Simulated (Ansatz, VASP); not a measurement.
**MnS in VASP and in Ansatz**

```
CELL_PARAMETERS angstrom
0.00000 2.60958 2.60958
2.60958 0.00000 2.60958
2.60958 2.60958 0.00000
ATOMIC_POSITIONS crystal
Mn 0.00000 0.00000 0.00000
S 0.50000 0.50000 0.50000
```

Alike in both runs: functional r2SCAN; k mesh 14 × 14 × 14; occupations gaussian, width 0.1 eV; collinear spin.

Ansatz relaxed the structure, and its values are those at the end. VASP's run is a single point on that final structure, the one shown.

```csv
,VASP,Ansatz
version,VASP 6.6.1,Ansatz 0.2.0
potentials or method,"VASP PAW PBE potentials, release 64 (Mn_pv, S), cutoff 520 eV","scalar-relativistic, plane waves, PAW"
valence electrons in the cell,19,21
```

VASP gave:

* gap on the k mesh at the Fermi level (eV): none
* pressure (GPa): 0.0
* net moment per atom (μB): 2.49
* size of the moment on the site where the two differ most (μB): 0.14

Problem. What did Ansatz give for the same quantities?

Solution. gap on the k mesh at the Fermi level (eV): none; pressure (GPa): 0.1; net moment per atom (μB): 2.49; size of the moment on the site where the two differ most (μB): 0.18.

VASP's potentials were made for PBE, not for r2SCAN. Site moments also hang on the region over which each program counts them. A gap of «none» marks a metal or a gap that the smearing closes. VASP's potentials hold 19 valence electrons a cell and Ansatz's 21, so a difference there can come from the potentials and not from the codes.
